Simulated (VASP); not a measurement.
# ZrB (Fm-3m) in VASP: notebook

Runs on ZrB. Level: PBE. Tasks: single point.

All numbers are computed with VASP 6.6.1; they aren't measurements. Logs are shortened: lines on timing, memory, paths and dates and some standing lists are left out, and cuts for length are marked.

## (1) The cell of the first run

Symmetry: Fm-3m, No. 225, cubic system. The conventional cell has a = 4.587 Å, b = 4.587 Å, c = 4.587 Å, α = 90.00°, β = 90.00°, γ = 90.00°. Zr (site symmetry m-3m) has 6 B at 2.29 Å within 3.0 Å. Within 3.0 Å of B (site symmetry m-3m) lie 6 Zr at 2.29 Å.

## (2) Single point, PBE

Contents of INCAR:

```
SYSTEM = ZrB
ALGO = Normal
EDIFF = 1E-6
ENCUT = 520
GGA = PE
ISIF = 2
ISMEAR = -1
LASPH = .TRUE.
LCHARG = .FALSE.
LREAL = .FALSE.
LWAVE = .FALSE.
NBANDS = 14
NELM = 80
PREC = Accurate
SIGMA = 0.05
```

Contents of KPOINTS:

```
k-points
0
G
  10 10 10
  0 0 0
```

Contents of POSCAR:

```
ZrB
1.0
    0.0000000000      2.2935772291      2.2935772291
    2.2935772291      0.0000000000      2.2935772291
    2.2935772291      2.2935772291      0.0000000000
Zr B
1 1
Direct
    0.0000000000      0.0000000000      0.0000000000
    0.5000000000      0.5000000000      0.5000000000
```

Potentials or basis: VASP PAW PBE potentials, release 64 (Zr_sv, B).

The run is started by

```bash
$ cat potpaw_PBE.64/Zr_sv/POTCAR potpaw_PBE.64/B/POTCAR > POTCAR
$ mpirun -np 1 vasp_std > vasp.out
```

OUTCAR:

```text
SYSTEM = ZrB
   EDIFF = 1E-6
   ENCUT = 520
   GGA = PE
   ISIF = 2
   ISMEAR = -1
   LASPH = .TRUE.
   LREAL = .FALSE.
   NELM = 80
   PREC = Accurate

 ion  position               nearest neighbor table
   1  0.000  0.000  0.000-   2 2.29   2 2.29   2 2.29   2 2.29   2 2.29   2 2.29
   2  0.500  0.500  0.500-   1 2.29   1 2.29   1 2.29   1 2.29   1 2.29   1 2.29

  LATTYP: Found a face centered cubic cell.
 ALAT       =     4.5871544582

  Lattice vectors:

 A1 = (   0.0000000000,   2.2935772291,   2.2935772291)
 A2 = (   2.2935772291,   0.0000000000,   2.2935772291)
 A3 = (   2.2935772291,   2.2935772291,   0.0000000000)

Analysis of symmetry for initial positions (statically):
=====================================================================
 Subroutine PRICEL returns:
 Original cell was already a primitive cell.

 Routine SETGRP: Setting up the symmetry group for a
 face centered cubic supercell.

 Subroutine GETGRP returns: Found 48 space group operations
 (whereof 48 operations were pure point group operations)
 out of a pool of 48 trial point group operations.

The static configuration has the point symmetry O_h .

Analysis of symmetry for dynamics (positions and initial velocities):
=====================================================================
 Subroutine PRICEL returns:
 Original cell was already a primitive cell.

 Routine SETGRP: Setting up the symmetry group for a
 face centered cubic supercell.

 Subroutine GETGRP returns: Found 48 space group operations
 (whereof 48 operations were pure point group operations)
 out of a pool of 48 trial point group operations.

The dynamic configuration has the point symmetry O_h .

 Subroutine INISYM returns: Found 48 space group operations
 (whereof 48 operations are pure point group operations),
 and found     1 'primitive' translations

----------------------------------------------------------------------------------------

                                     Primitive cell

  volume of cell :      24.1307

  direct lattice vectors                    reciprocal lattice vectors
     0.000000000  2.293577229  2.293577229    -0.218000072  0.218000072  0.218000072
     2.293577229  0.000000000  2.293577229     0.218000072 -0.218000072  0.218000072
     2.293577229  2.293577229  0.000000000     0.218000072  0.218000072 -0.218000072

  length of vectors
     3.243608024  3.243608024  3.243608024     0.377587200  0.377587200  0.377587200

  position of ions in fractional coordinates (direct lattice)
     0.000000000  0.000000000  0.000000000
     0.500000000  0.500000000  0.500000000

  ion indices of the primitive-cell ions
   primitive index   ion index
                 1           1
                 2           2

----------------------------------------------------------------------------------------

 KPOINTS: k-points

Automatic generation of k-mesh.
 Grid dimensions read from file:
 generate k-points for:   10   10   10

 Generating k-lattice:

  Cartesian coordinates                     Fractional coordinates (reciprocal lattice)
    -0.021800007  0.021800007  0.021800007     0.100000000  0.000000000  0.000000000
     0.021800007 -0.021800007  0.021800007     0.000000000  0.100000000  0.000000000
     0.021800007  0.021800007 -0.021800007     0.000000000  0.000000000  0.100000000

  Length of vectors
     0.037758720  0.037758720  0.037758720

  Shift w.r.t. Gamma in fractional coordinates (k-lattice)
     0.000000000  0.000000000  0.000000000

 Subroutine IBZKPT returns following result:
 ===========================================

 Found     47 irreducible k-points:

 Following reciprocal coordinates:
            Coordinates               Weight
  0.000000  0.000000  0.000000      1.000000
  0.100000  0.000000  0.000000      8.000000
  0.200000  0.000000  0.000000      8.000000
  0.300000  0.000000  0.000000      8.000000
  0.400000  0.000000  0.000000      8.000000
  0.500000  0.000000  0.000000      4.000000
[... 16 lines left out ...]
  0.300000  0.300000  0.000000      6.000000
  0.400000  0.300000  0.000000     24.000000
 [... further k-points ...]
   k-points           NKPTS =     47   k-points in BZ     NKDIM =     47   number of bands    NBANDS=     14
   number of dos      NEDOS =    301   number of ions     NIONS =      2
   total plane-waves  NPLWV =  13824
   dimension x,y,z NGX =    24 NGY =   24 NGZ =   24
   dimension x,y,z NGXF=    48 NGYF=   48 NGZF=   48
   ions per type =               1   1
   NGX,Y,Z   is equivalent  to a cutoff of  12.30, 12.30, 12.30 a.u.
   NGXF,Y,Z  is equivalent  to a cutoff of  24.60, 24.60, 24.60 a.u.
 SYSTEM =  ZrB
   PREC   = accura    normal or accurate (medium, high low for compatibility)
   ISTART =      0    job   : 0-new  1-cont  2-samecut
   ICHARG =      2    charge: 1-file 2-atom 10-const
   ISPIN  =      1    spin polarized calculation?
   LNONCOLLINEAR =      F non collinear calculations
   LSORBIT =      F    spin-orbit coupling
   LASPH  =      T    aspherical Exc in radial PAW
   ENCUT  =  520.0 eV  38.22 Ry    6.18 a.u.   6.03  6.03  6.03*2*pi/ulx,y,z
   NELM   =     80;   NELMIN=  2; NELMDL= -5     # of ELM steps
   EDIFF  = 0.1E-05   stopping-criterion for ELM
   LREAL  =      F    real-space projection
   EDIFFG = 0.1E-04   stopping-criterion for IOM
   NSW    =      0    number of steps for IOM
   IBRION =     -1    ionic relax: 0-MD 1-quasi-New 2-CG
   NFREE  =      0    steps in history (QN), initial steepest desc. (CG)
   ISIF   =      2    stress and relaxation
   ISYM   =      2    0-nonsym 1-usesym 2-fastsym
   POTIM  = 0.5000    time-step for ionic-motion
   TEBEG  =    0.0;   TEEND  =   0.0 temperature during run
   PSTRESS=    0.0 pullay stress
   NELECT =      15.0000    total number of electrons
   NUPDOWN=      -1.0000    fix difference up-down
   EMIN   =  10.00;   EMAX   =-10.00  energy-range for DOS
   EFERMI =   0.00;   METHOD = LEGACY
   ISMEAR =    -1;   SIGMA  =   0.05  broadening in eV -4-tet -1-fermi 0-gaus
   EFERMI_NEDOS =   21; number of points for ismear=-14 and -15
   IALGO  =     38    algorithm
   IMIX   =      4    mixing-type and parameters
     AMIX     =   0.40;   BMIX     =  1.00
     AMIX_MAG =   1.60;   BMIX_MAG =  1.00
  volume/ion in A,a.u.               =      12.07        81.42
  Fermi-wavevector in a.u.,A,eV,Ry     =   1.397168  2.640264 26.559630  1.952078
  Thomas-Fermi vector in A             =   2.520450
   LORBIT       =      0    0 simple, 1 ext, 2 COOP (PROOUT), +10 PAW based schemes
   GGA     = PE    functional components
   LHFCALC =     F    Hartree Fock is set to
   AEXX    =    0.0000 exact exchange contribution
   IVDW    =     0    specifies the selected vdW correction
   LEPSILON=     F    determine dielectric tensor
   LRPA    =     F    only Hartree local field effects (RPA)
 non-spin polarized calculation
  energy-cutoff  :      520.00
  volume of cell :       24.13
 maximum number of plane-waves:       666
   NGX = 13   NGY = 13   NGZ = 13

 number of electron      15.0000000 magnetization

 Free energy of the ion-electron system (eV)
  ---------------------------------------------------
  ext. energy  EPLUGINS =         0.00000000
  ---------------------------------------------------
  free energy    TOTEN  =       -15.33017137 eV

  energy without entropy =      -15.32234394  energy(sigma->0) =      -15.32625765

 E-fermi :   9.4450     XC(G=0): -12.4193

 val. band max:        9.3801159264   @ k =  -0.2000   0.1000   0.0000
 cond. band min:       9.4810452073   @ k =   0.5000   0.3000   0.1000
 fundamental gap:      0.1009292809
 Fermi energy:         9.4450300960

 k-point     1 :       0.0000    0.0000    0.0000
  band No.  band energies     occupation
      1     -37.1516      2.00000
      2     -14.8559      2.00000
      3     -14.8559      2.00000
      4     -14.8559      2.00000
      5       1.0648      2.00000
      6      11.4145      0.00000
      7      11.4145      0.00000
      8      11.4145      0.00000
      9      13.3011      0.00000
     10      13.3011      0.00000
     11      13.3615      0.00000
     12      13.3615      0.00000
     13      13.3615      0.00000
     14      20.7108      0.00000

 k-point     2 :       0.1000    0.0000    0.0000
  band No.  band energies     occupation
      1     -37.1381      2.00000
      2     -14.9697      2.00000
      3     -14.8661      2.00000
      4     -14.8661      2.00000
      5       1.3527      2.00000
      6      10.6222      0.00000
      7      11.1057      0.00000
      8      11.1057      0.00000
      9      12.1223      0.00000
     10      12.1223      0.00000
     11      13.7580      0.00000
     12      15.4135      0.00000
     13      15.4135      0.00000
     14      21.4102      0.00000

 k-point     3 :       0.2000    0.0000    0.0000
  band No.  band energies     occupation
      1     -37.1024      2.00000
      2     -15.2576      2.00000
      3     -14.8928      2.00000
      4     -14.8928      2.00000
      5       2.1377      2.00000
      6       9.2538      1.95726
      7       9.8454      0.00067
      8       9.8454      0.00067
      9      12.6622      0.00000
     10      12.6622      0.00000
     11      14.2582      0.00000
     12      17.7637      0.00000
     13      17.7637      0.00000
     14      22.9459      0.00000

 k-point     4 :       0.3000    0.0000    0.0000
  band No.  band energies     occupation
      1     -37.0579      2.00000
      2     -15.5954      2.00000
      3     -14.9255      2.00000
      4     -14.9255      2.00000
      5       3.2223      2.00000
      6       7.9359      2.00000
      7       8.8102      1.99999
      8       8.8102      1.99999
      9      13.7323      0.00000
     10      13.7323      0.00000
     11      14.8552      0.00000
     12      20.1845      0.00000
     13      20.1845      0.00000
     14      22.0574      0.00000

 k-point     5 :       0.4000    0.0000    0.0000
  band No.  band energies     occupation
      1     -37.0215      2.00000
      2     -15.8561      2.00000
      3     -14.9515      2.00000
      4     -14.9515      2.00000
      5       4.3675      2.00000
      6       6.7881      2.00000
      7       8.1721      2.00000
      8       8.1721      2.00000
      9      14.9030      0.00000
     10      14.9030      0.00000
     11      15.8692      0.00000
[... 276 lines left out ...]
 k-point    22 :      -0.2000    0.2000    0.0000
  band No.  band energies     occupation
      1     -37.0423      2.00000
      2     -15.5328      2.00000
      3     -15.1527      2.00000
      4     -14.9120      2.00000
      5       3.5544      2.00000
      6       7.5876      2.00000
      7       8.6513      2.00000
      8       8.8255      1.99999
      9      12.9621      0.00000
     10      15.3474      0.00000
     11      15.8127      0.00000
     12      17.6798      0.00000
     13      22.0337      0.00000
     14      22.0692      0.00000

 k-point    23 :       0.3000    0.3000    0.0000
  band No.  band energies     occupation
      1     -37.0263      2.00000
      2     -15.5265      2.00000
      3     -15.1067      2.00000
      4     -15.1067      2.00000
      5       3.1097      2.00000
      6       7.6362      2.00000
      7       9.0534      1.99921
      8      11.2523      0.00000
      9      11.2523      0.00000
     10      14.4328      0.00000
     11      16.8920      0.00000
     12      16.8920      0.00000
     13      20.9985      0.00000
     14      25.8884      0.00000

 k-point    24 :       0.4000    0.3000    0.0000
  band No.  band energies     occupation
      1     -36.9973      2.00000
      2     -15.6662      2.00000
      3     -15.1811      2.00000
      4     -15.1458      2.00000
      5       3.2922      2.00000
      6       7.8296      2.00000
      7       8.6367      2.00000
      8      10.8922      0.00000
      9      11.7415      0.00000
     10      15.3405      0.00000
     11      17.0206      0.00000
     12      17.2700      0.00000
     13      21.6650      0.00000
     14      24.3976      0.00000

 [... further k-points ...]
[... 5 lines left out ...]
  --------------------------------------------------------------------------------------
  -------------------------------------------------------------------------------------
  Total        7.1023330      7.1023330      7.1023330      0.0000000      0.0000000      0.0000000
  in kB      471.5649417    471.5649417    471.5649417      0.0000000      0.0000000      0.0000000
  external PRESSURE =     471.5649417 kB  Pullay stress =       0.0000000 kB

 VOLUME and BASIS-vectors are now :
 -----------------------------------------------------------------------------
  energy-cutoff  :      520.00
  volume of cell :       24.13
      direct lattice vectors                 reciprocal lattice vectors
     0.000000000  2.293577229  2.293577229    -0.218000072  0.218000072  0.218000072
     2.293577229  0.000000000  2.293577229     0.218000072 -0.218000072  0.218000072
     2.293577229  2.293577229  0.000000000     0.218000072  0.218000072 -0.218000072

 POSITION                                       TOTAL-FORCE (eV/Angst)
 -----------------------------------------------------------------------------------
      0.00000      0.00000      0.00000        -0.000000      0.000000     -0.000000
      2.29358      2.29358      2.29358         0.000000     -0.000000      0.000000
 -----------------------------------------------------------------------------------
    total drift:                                0.000000     -0.000000     -0.000000

  FREE ENERGIE OF THE ION-ELECTRON SYSTEM (eV)
  ---------------------------------------------------
  free  energy   TOTEN  =       -15.3301713714 eV

  energy  without entropy=      -15.3223439376  energy(sigma->0) =      -15.32625765
```

Run time: 5.1 s. Hardware: 1 thread of Intel Xeon 6975P-C (Granite Rapids), shared host; peak memory 0.15 GiB.

What came out:

```
Free energy : -15.3302 eV
Pressure    : 47.2 GPa
```

Levels at points of the mesh, in eV from the Fermi level:
```csv
k point,band 5,band 6,band 7,band 8,band 9,band 10,band 11,band 12
"(0.00, 0.00, 0.00)",-8.38,1.97,1.97,1.97,3.86,3.86,3.92,3.92
"(0.50, 0.00, 0.00)",-4.29,-3.41,-1.49,-1.49,6.04,6.04,7.73,8.46
"(0.50, 0.50, 0.00)",-6.61,-1.22,-0.12,2.70,2.70,5.74,7.28,7.28
```

## (3) Single point, PBE

This run uses another cell than the first one, of 12.32 Å³/atom, 1.021 times its volume.

Contents of INCAR:

```
ALGO = Normal ; EDIFF = 1E-7
ENCUT = 520 ; GGA = PE
ISIF = 2 ; ISMEAR = -1
LASPH = True ; LCHARG = False
LREAL = False ; LWAVE = False
NBANDS = 14 ; NELM = 100
PREC = Accurate ; SIGMA = 0.05
```

Contents of KPOINTS:

```
k-points
0
Gamma
  10 10 10
```

Contents of POSCAR:

```
ZrB
1.0
    0.0000000000      2.3093955030      2.3093955030
    2.3093955030      0.0000000000      2.3093955030
    2.3093955030      2.3093955030      0.0000000000
Zr B
1 1
Direct
    0.0000000000      0.0000000000      0.0000000000
    0.5000000000      0.5000000000      0.5000000000
```

Potentials or basis: VASP PAW PBE potentials, release 64 (Zr_sv, B).

The run is started by

```bash
$ cat potpaw_PBE.64/Zr_sv/POTCAR potpaw_PBE.64/B/POTCAR > POTCAR
$ mpirun -np 1 vasp_std > vasp.out
```

Run time: 5.1 s. Hardware: 1 thread of Intel Xeon 6975P-C (Granite Rapids), shared host; peak memory 0.14 GiB.

Results (log left out):

- Free energy: -15.4682 eV
- Pressure: 40.7 GPa

Levels at points of the mesh, in eV from the Fermi level:
```
           k point  band 6  band 7  band 8  band 9  band 10  band 11
(0.00, 0.00, 0.00)    1.95    1.95    1.95    3.78     3.78     3.87
(0.50, 0.00, 0.00)   -3.51   -1.45   -1.45    5.91     5.91     7.55
(0.50, 0.50, 0.00)   -1.17   -0.21    2.62    2.62     5.61     7.11
```
